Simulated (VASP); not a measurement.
# TaN (P-62m) in VASP: notebook

TaN is run at these levels: PBEsol; tasks: single point.

All numbers are computed with VASP 6.6.1; they aren't measurements. Logs are shortened: lines on timing, memory, paths and dates and some standing lists are left out, and cuts for length are marked.

**1. The cell of the first run**

It takes space group P-62m (No. 189, hexagonal). Conventional cell: a = 5.024 Å, b = 5.024 Å, c = 2.945 Å, α = 90.00°, β = 90.00°, γ = 120.00°. Ta (site symmetry -6) has 6 N at 2.13 Å and 5 Ta at 2.90 to 2.95 Å within 3.0 Å. Within 2.6 Å of Ta (site symmetry -62m) lie 3 N at 2.00 Å. Within 2.7 Å of N (site symmetry m2m) lie 5 Ta at 2.00 to 2.13 Å and 4 N at 2.66 Å.

**2. Single point, PBEsol (biaxial strain in the a-b plane: -3.0 %, then relaxed in part)**

Input file INCAR:

```
  ALGO = Normal
  EDIFF = 1E-6
  ENCUT = 700
  GGA = PS
  GGA_COMPAT = False
  ISIF = 2
  ISMEAR = 0
  LASPH = True
  LCHARG = True
  LELF = True
  LREAL = False
  LVHAR = True
  LWAVE = False
  NBANDS = 36
  NELM = 120
  PREC = Accurate
  SIGMA = 0.1
```

Input file KPOINTS:

```
k-points
0
Gamma
  12 12 12
```

Input file POSCAR:

```
TaN
1.0
    5.0235532427      0.0000000000      0.0000000000
   -2.5117766214      4.3505247255      0.0000000000
    0.0000000000      0.0000000000      2.9450478016
Ta N
3 3
Direct
    0.3333333333      0.6666666667      0.5000000000
    0.6666666667      0.3333333333      0.5000000000
    0.0000000000      0.0000000000      0.0000000000
    0.3979536289      0.0000000000      0.0000000000
    0.6020463711      0.6020463711      0.0000000000
    0.0000000000      0.3979536289      0.0000000000
```

Potentials or basis: VASP PAW PBE potentials, release 64 (Ta_sv_GW, N).

Launch:

```bash
cat potpaw_PBE.64/Ta_sv_GW/POTCAR potpaw_PBE.64/N/POTCAR > POTCAR
mpirun -np 1 vasp_std > vasp.out
```

OUTCAR:

```text
EDIFF = 1E-6
   ENCUT = 700
   GGA = PS
   ISIF = 2
   ISMEAR = 0
   LASPH = True
   LREAL = False
   NELM = 120
   PREC = Accurate

 ion  position               nearest neighbor table
   1  0.333  0.667  0.500-   4 2.13   4 2.13   6 2.13   6 2.13   5 2.13   5 2.13   2 2.90   2 2.90
                             2 2.90   3 3.25   3 3.25   3 3.25   3 3.25   3 3.25   3 3.25
   2  0.667  0.333  0.500-   6 2.13   6 2.13   4 2.13   4 2.13   5 2.13   5 2.13   1 2.90   1 2.90
                             1 2.90   3 3.25   3 3.25   3 3.25   3 3.25   3 3.25   3 3.25
   3  0.000  0.000  0.000-   4 2.00   5 2.00   6 2.00   2 3.25   1 3.25   1 3.25   2 3.25   2 3.25
                             2 3.25   1 3.25   1 3.25   2 3.25   2 3.25   1 3.25   1 3.25
   4  0.398  0.000  0.000-   3 2.00   1 2.13   1 2.13   2 2.13   2 2.13
   5  0.602  0.602  0.000-   3 2.00   1 2.13   1 2.13   2 2.13   2 2.13
   6  0.000  0.398  0.000-   3 2.00   2 2.13   2 2.13   1 2.13   1 2.13

  LATTYP: Found a hexagonal cell.
 ALAT       =     5.0235532427
 C/A-ratio  =     0.5862479523

  Lattice vectors:

 A1 = (   5.0235532427,   0.0000000000,   0.0000000000)
 A2 = (  -2.5117766214,   4.3505247255,   0.0000000000)
 A3 = (   0.0000000000,   0.0000000000,   2.9450478016)

Analysis of symmetry for initial positions (statically):
=====================================================================
 Subroutine PRICEL returns:
 Original cell was already a primitive cell.

 Routine SETGRP: Setting up the symmetry group for a
 hexagonal supercell.

 Subroutine GETGRP returns: Found 12 space group operations
 (whereof 12 operations were pure point group operations)
 out of a pool of 24 trial point group operations.

The static configuration has the point symmetry D_3h.

Analysis of symmetry for dynamics (positions and initial velocities):
=====================================================================
 Subroutine PRICEL returns:
 Original cell was already a primitive cell.

 Routine SETGRP: Setting up the symmetry group for a
 hexagonal supercell.

 Subroutine GETGRP returns: Found 12 space group operations
 (whereof 12 operations were pure point group operations)
 out of a pool of 24 trial point group operations.

The dynamic configuration has the point symmetry D_3h.

 Subroutine INISYM returns: Found 12 space group operations
 (whereof 12 operations are pure point group operations),
 and found     1 'primitive' translations

----------------------------------------------------------------------------------------

                                     Primitive cell

  volume of cell :      64.3643

  direct lattice vectors                    reciprocal lattice vectors
     5.023553243  0.000000000  0.000000000     0.199062288  0.114928665  0.000000000
    -2.511776621  4.350524725  0.000000000     0.000000000  0.229857331  0.000000000
     0.000000000  0.000000000  2.945047802     0.000000000  0.000000000  0.339553062

  length of vectors
     5.023553243  5.023553243  2.945047802     0.229857331  0.229857331  0.339553062

  position of ions in fractional coordinates (direct lattice)
     0.333333333  0.666666667  0.500000000
     0.666666667  0.333333333  0.500000000
     0.000000000  0.000000000  0.000000000
     0.397953629  0.000000000  0.000000000
     0.602046371  0.602046371  0.000000000
     0.000000000  0.397953629  0.000000000

  ion indices of the primitive-cell ions
   primitive index   ion index
                 1           1
                 2           2
                 3           3
                 4           4
                 5           5
                 6           6

----------------------------------------------------------------------------------------

 KPOINTS: k-points

Automatic generation of k-mesh.
 Grid dimensions read from file:
 generate k-points for:   12   12   12

 Generating k-lattice:

  Cartesian coordinates                     Fractional coordinates (reciprocal lattice)
     0.016588524  0.009577389  0.000000000     0.083333333 -0.000000000  0.000000000
     0.000000000  0.019154778  0.000000000     0.000000000  0.083333333  0.000000000
     0.000000000  0.000000000  0.028296089     0.000000000  0.000000000  0.083333333

  Length of vectors
     0.019154778  0.019154778  0.028296089

  Shift w.r.t. Gamma in fractional coordinates (k-lattice)
     0.000000000  0.000000000  0.000000000

 Subroutine IBZKPT returns following result:
 ===========================================

 Found    133 irreducible k-points:

 Following reciprocal coordinates:
            Coordinates               Weight
  0.000000  0.000000  0.000000      1.000000
  0.083333  0.000000  0.000000      6.000000
  0.166667  0.000000  0.000000      6.000000
  0.250000  0.000000  0.000000      6.000000
  0.333333  0.000000  0.000000      6.000000
  0.416667  0.000000  0.000000      6.000000
[... 16 lines left out ...]
  0.250000  0.000000  0.083333     12.000000
  0.333333  0.000000  0.083333     12.000000
 [... further k-points ...]
   k-points           NKPTS =    133   k-points in BZ     NKDIM =    133   number of bands    NBANDS=     36
   number of dos      NEDOS =    301   number of ions     NIONS =      6
   total plane-waves  NPLWV =  64512
   dimension x,y,z NGX =    48 NGY =   48 NGZ =   28
   dimension x,y,z NGXF=    96 NGYF=   96 NGZF=   56
   ions per type =               3   3
   NGX,Y,Z   is equivalent  to a cutoff of  15.88, 15.88, 15.81 a.u.
   NGXF,Y,Z  is equivalent  to a cutoff of  31.77, 31.77, 31.61 a.u.
 SYSTEM =  unknown system
   PREC   = accura    normal or accurate (medium, high low for compatibility)
   ISTART =      0    job   : 0-new  1-cont  2-samecut
   ICHARG =      2    charge: 1-file 2-atom 10-const
   ISPIN  =      1    spin polarized calculation?
   LNONCOLLINEAR =      F non collinear calculations
   LSORBIT =      F    spin-orbit coupling
   LASPH  =      T    aspherical Exc in radial PAW
   ENCUT  =  700.0 eV  51.45 Ry    7.17 a.u.  10.84 10.84  6.35*2*pi/ulx,y,z
   NELM   =    120;   NELMIN=  2; NELMDL= -5     # of ELM steps
   EDIFF  = 0.1E-05   stopping-criterion for ELM
   LREAL  =      F    real-space projection
   EDIFFG = 0.1E-04   stopping-criterion for IOM
   NSW    =      0    number of steps for IOM
   IBRION =     -1    ionic relax: 0-MD 1-quasi-New 2-CG
   NFREE  =      0    steps in history (QN), initial steepest desc. (CG)
   ISIF   =      2    stress and relaxation
   ISYM   =      2    0-nonsym 1-usesym 2-fastsym
   POTIM  = 0.5000    time-step for ionic-motion
   TEBEG  =    0.0;   TEEND  =   0.0 temperature during run
   PSTRESS=    0.0 pullay stress
   NELECT =      54.0000    total number of electrons
   NUPDOWN=      -1.0000    fix difference up-down
   EMIN   =  10.00;   EMAX   =-10.00  energy-range for DOS
   EFERMI =   0.00;   METHOD = LEGACY
   ISMEAR =     0;   SIGMA  =   0.10  broadening in eV -4-tet -1-fermi 0-gaus
   EFERMI_NEDOS =   21; number of points for ismear=-14 and -15
   IALGO  =     38    algorithm
   IMIX   =      4    mixing-type and parameters
     AMIX     =   0.40;   BMIX     =  1.00
     AMIX_MAG =   1.60;   BMIX_MAG =  1.00
  volume/ion in A,a.u.               =      10.73        72.39
  Fermi-wavevector in a.u.,A,eV,Ry     =   1.544037  2.917807 32.436980  2.384051
  Thomas-Fermi vector in A             =   2.649615
   LORBIT       =      0    0 simple, 1 ext, 2 COOP (PROOUT), +10 PAW based schemes
   GGA     = PS    functional components
   LHFCALC =     F    Hartree Fock is set to
   AEXX    =    0.0000 exact exchange contribution
   IVDW    =     0    specifies the selected vdW correction
   LEPSILON=     F    determine dielectric tensor
   LRPA    =     F    only Hartree local field effects (RPA)
 non-spin polarized calculation
 Gauss-broadening in eV      SIGMA  =   0.10
  energy-cutoff  :      700.00
  volume of cell :       64.36
 maximum number of plane-waves:      2749
 NGX is ok and might be reduce to    48
   NGX = 21   NGY = 21   NGZ = 13

 number of electron      54.0000001 magnetization

 Free energy of the ion-electron system (eV)
  ---------------------------------------------------
  ext. energy  EPLUGINS =         0.00000000
  ---------------------------------------------------
  free energy    TOTEN  =       -78.80229771 eV

  energy without entropy =      -78.80039128  energy(sigma->0) =      -78.80134450

 E-fermi :  13.0621     XC(G=0): -13.8346

 val. band max:       13.0297191398   @ k =   0.1667   0.0833   0.1667
 cond. band min:      13.0749179282   @ k =   0.2500   0.0000   0.1667
 fundamental gap:      0.0451987884
 Fermi energy:        13.0621345747

 k-point     1 :       0.0000    0.0000    0.0000
  band No.  band energies     occupation
      1     -56.2860      2.00000
      2     -56.2159      2.00000
      3     -55.7156      2.00000
      4     -23.1747      2.00000
      5     -23.1747      2.00000
      6     -22.7494      2.00000
[... 28 lines left out ...]
     35      16.3133      0.00000
     36      16.3133      0.00000

 k-point     2 :       0.0833    0.0000    0.0000
  band No.  band energies     occupation
      1     -56.2849      2.00000
      2     -56.2169      2.00000
      3     -55.7156      2.00000
      4     -23.1850      2.00000
      5     -23.1748      2.00000
      6     -22.7351      2.00000
[... 28 lines left out ...]
     35      16.3729      0.00000
     36      16.4509      0.00000

 k-point     3 :       0.1667    0.0000    0.0000
  band No.  band energies     occupation
      1     -56.2816      2.00000
      2     -56.2200      2.00000
      3     -55.7157      2.00000
      4     -23.2104      2.00000
      5     -23.1696      2.00000
      6     -22.6992      2.00000
[... 28 lines left out ...]
     35      16.5369      0.00000
     36      16.8887      0.00000
[... 742 lines left out ...]
 k-point    23 :       0.2500    0.0000    0.0833
  band No.  band energies     occupation
      1     -56.2740      2.00000
      2     -56.2221      2.00000
      3     -55.7136      2.00000
      4     -23.2284      2.00000
      5     -23.1387      2.00000
      6     -22.6681      2.00000
[... 28 lines left out ...]
     35      16.9675      0.00000
     36      17.3661      0.00000

 k-point    24 :       0.3333    0.0000    0.0833
  band No.  band energies     occupation
      1     -56.2680      2.00000
      2     -56.2279      2.00000
      3     -55.7138      2.00000
      4     -23.2545      2.00000
      5     -23.1003      2.00000
      6     -22.6942      2.00000
[... 28 lines left out ...]
     35      16.9296      0.00000
     36      17.1469      0.00000

 [... further k-points ...]
[... 5 lines left out ...]
  --------------------------------------------------------------------------------------
  -------------------------------------------------------------------------------------
  Total        9.1499301      9.1499301      0.0723431     -0.0000000      0.0000000     -0.0000000
  in kB      227.7630967    227.7630967      1.8007894     -0.0000000      0.0000000     -0.0000000
  external PRESSURE =     152.4423276 kB  Pullay stress =       0.0000000 kB

 VOLUME and BASIS-vectors are now :
 -----------------------------------------------------------------------------
  energy-cutoff  :      700.00
  volume of cell :       64.36
      direct lattice vectors                 reciprocal lattice vectors
     5.023553243  0.000000000  0.000000000     0.199062288  0.114928665  0.000000000
    -2.511776621  4.350524725  0.000000000     0.000000000  0.229857331  0.000000000
     0.000000000  0.000000000  2.945047802     0.000000000  0.000000000  0.339553062

 POSITION                                       TOTAL-FORCE (eV/Angst)
 -----------------------------------------------------------------------------------
     -0.00000      2.90035      1.47252        -0.000000      0.000000      0.000000
      2.51178      1.45017      1.47252        -0.000000     -0.000000      0.000000
      0.00000      0.00000      0.00000        -0.000000      0.000000      0.000000
      1.99914      0.00000      0.00000         0.012222     -0.000000      0.000000
      1.51221      2.61922      0.00000        -0.006111     -0.010584      0.000000
     -0.99957      1.73131      0.00000        -0.006111      0.010584      0.000000
 -----------------------------------------------------------------------------------
    total drift:                                0.000000      0.000001     -0.000000

  FREE ENERGIE OF THE ION-ELECTRON SYSTEM (eV)
  ---------------------------------------------------
  free  energy   TOTEN  =       -78.8022977137 eV

  energy  without entropy=      -78.8003912832  energy(sigma->0) =      -78.80134450
```

It took 15 min on 1 thread of Intel Xeon Platinum 8259CL at 2.50GHz (Skylake/Cascade Lake), shared host; peak memory 0.53 GiB.

What came out:

* Free energy: -78.8023 eV
* Pressure: 15.2 GPa
* Largest force: 0.012 eV/Å
* Band gap on the k mesh: zero (bands 27 and 28 overlap by 2.70 eV)

Forces in eV/Å, atoms in the order of the input:
```
Ta   0.000  0.000  0.000
Ta   0.000  0.000  0.000
Ta   0.000  0.000  0.000
N    0.012  0.000  0.000
N   -0.006 -0.011  0.000
N   -0.006  0.011  0.000
```

Stress tensor (GPa, compression positive):
```
22.78  0.00  0.00
 0.00 22.78  0.00
 0.00  0.00  0.18
```

Caveat: the cell differs from its parent crystal (biaxial strain in the a-b plane: -3.0 %, then relaxed in part); the stress differs along the axes, from 0 to 23 GPa; the PAW data sets were made with another functional, which shifts forces and pressure a little; spin-orbit coupling is left out, which moves the levels of the heavy elements.

**3. Single point, PBEsol (uniaxial strain along c: -3.0 %, then relaxed in part)**

Input file INCAR:

```
PREC = Accurate ; ENCUT = 700
EDIFF = 1E-6 ; ISMEAR = 0
SIGMA = 0.1 ; LREAL = False
LASPH = True ; NELM = 120
ALGO = Normal ; ISIF = 2
LWAVE = False ; LCHARG = True
GGA = PS ; LELF = True
LVHAR = True ; NBANDS = 36
GGA_COMPAT = False
```

Input file KPOINTS:

```
Automatic mesh
0
Gamma
  12 12 12
```

Input file POSCAR:

```
TaN
1.0
    5.2149669717      0.0000000000      0.0000000000
   -2.6074834859      4.5162938774      0.0000000000
    0.0000000000      0.0000000000      2.8091173592
Ta N
3 3
Direct
    0.3333333331      0.6666666693      0.5000000000
    0.6666666693      0.3333333331      0.5000000000
   -0.0000000014     -0.0000000014      0.0000000000
    0.3919428975      0.0000000030      0.0000000000
    0.6080570986      0.6080570986      0.0000000000
    0.0000000030      0.3919428975      0.0000000000
```

Potentials or basis: VASP PAW PBE potentials, release 64 (Ta_sv_GW, N).

Launch:

```bash
cat potpaw_PBE.64/Ta_sv_GW/POTCAR potpaw_PBE.64/N/POTCAR > POTCAR
mpirun -np 1 vasp_std > vasp.out
```

Wall time 9.5 min (1 thread of Intel Xeon Platinum 8259CL at 2.50GHz (Skylake/Cascade Lake), shared host); peak memory 0.53 GiB.

The run converged. Its results:

```
Free energy            : -78.9564 eV
Pressure               : 6.9 GPa
Band gap on the k mesh : zero (bands 27 and 28 overlap by 3.13 eV)
```

Stress tensor (GPa, compression positive):
```
 0.13  0.00  0.00
 0.00  0.13  0.00
 0.00  0.00 20.44
```

Levels at points of the mesh, in eV from the Fermi level:
```tsv
k point	band 24	band 25	band 26	band 27	band 28	band 29	band 30	band 31
(0.00, 0.00, 0.00)	-4.41	-3.21	-2.41	-1.16	-1.16	0.86	0.86	1.19
(0.50, 0.00, 0.00)	-4.36	-4.12	-3.18	-2.97	1.35	1.82	1.96	2.33
(0.00, 0.00, 0.50)	-4.51	-3.07	-3.07	1.70	1.70	2.00	2.00	2.53
(0.50, 0.00, 0.50)	-4.33	-3.47	-1.94	-1.28	0.39	1.24	3.12	3.13
```

Caveat: the cell differs from its parent crystal (uniaxial strain along c: -3.0 %, then relaxed in part); the stress differs along the axes, from 0 to 20 GPa; the PAW data sets were made with another functional, which shifts forces and pressure a little; spin-orbit coupling is left out, which moves the levels of the heavy elements.

**4. Single point, PBEsol (biaxial strain in the a-b plane: +2.0 %)**

Input file INCAR:

```
ALGO = Normal ; EDIFF = 1E-7
ENCUT = 520 ; GGA = PS
ISIF = 2 ; ISMEAR = 0
LASPH = T ; LCHARG = T
LELF = T ; LREAL = F
LVHAR = T ; LWAVE = F
NBANDS = 33 ; NELM = 100
PREC = Accurate ; SIGMA = 0.1
```

Input file KPOINTS:

```
k-points
0
Gamma
  12 12 12
```

Input file POSCAR:

```
TaN
1.0
    5.2824992862      0.0000000000      0.0000000000
   -2.6412496431      4.5747785773      0.0000000000
    0.0000000000      0.0000000000      2.8612453117
Ta N
3 3
Direct
    0.3333333333      0.6666666667      0.5000000000
    0.6666666667      0.3333333333      0.5000000000
    0.0000000000      0.0000000000      0.0000000000
    0.3920341981      0.0000000000      0.0000000000
    0.6079658019      0.6079658019      0.0000000000
    0.0000000000      0.3920341981      0.0000000000
```

Potentials or basis: VASP PAW PBE potentials, release 64 (Ta_pv, N).

Launch:

```bash
cat potpaw_PBE.64/Ta_pv/POTCAR potpaw_PBE.64/N/POTCAR > POTCAR
mpirun -np 1 vasp_std > vasp.out
```

It took 5.1 min on 1 thread of Intel Xeon 8259CL, shared host; peak memory 0.36 GiB.

The run converged. Its results:

| Item | Value |
| --- | --- |
| Free energy | -71.3484 eV |
| Pressure | -7.2 GPa |
| Largest force | 0.114 eV/Å |
| Band gap on the k mesh | zero (bands 24 and 25 overlap by 2.96 eV) |

Forces on the atoms (eV/Å):
```
Ta   0.000  0.000  0.000
Ta   0.000  0.000  0.000
Ta   0.000  0.000  0.000
N   -0.114  0.000  0.000
N    0.057  0.099  0.000
N    0.057 -0.099  0.000
```

Stress tensor (GPa, compression positive):
```
-12.08   0.00   0.00
  0.00 -12.08   0.00
  0.00   0.00   2.59
```

Levels at points of the mesh, in eV from the Fermi level:
```csv
k point,band 21,band 22,band 23,band 24,band 25,band 26,band 27,band 28
"(0.00, 0.00, 0.00)",-4.24,-3.16,-2.28,-1.08,-1.08,0.77,0.77,1.20
"(0.50, 0.00, 0.00)",-4.16,-3.94,-3.03,-2.80,1.24,1.74,1.80,2.20
"(0.00, 0.00, 0.50)",-4.39,-2.92,-2.92,1.62,1.62,1.89,1.89,2.34
"(0.50, 0.00, 0.50)",-4.16,-3.29,-1.90,-1.16,0.38,1.16,2.93,3.00
```

Caveat: the cell differs from its parent crystal (biaxial strain in the a-b plane: +2.0 %); the stress differs along the axes, from -12 to 3 GPa; the PAW data sets were made with another functional, which shifts forces and pressure a little; spin-orbit coupling is left out, which moves the levels of the heavy elements.

(Part 1 of 2 ends here.)

The gap in the log of VASP goes by the Fermi energy; the results here count the filled bands.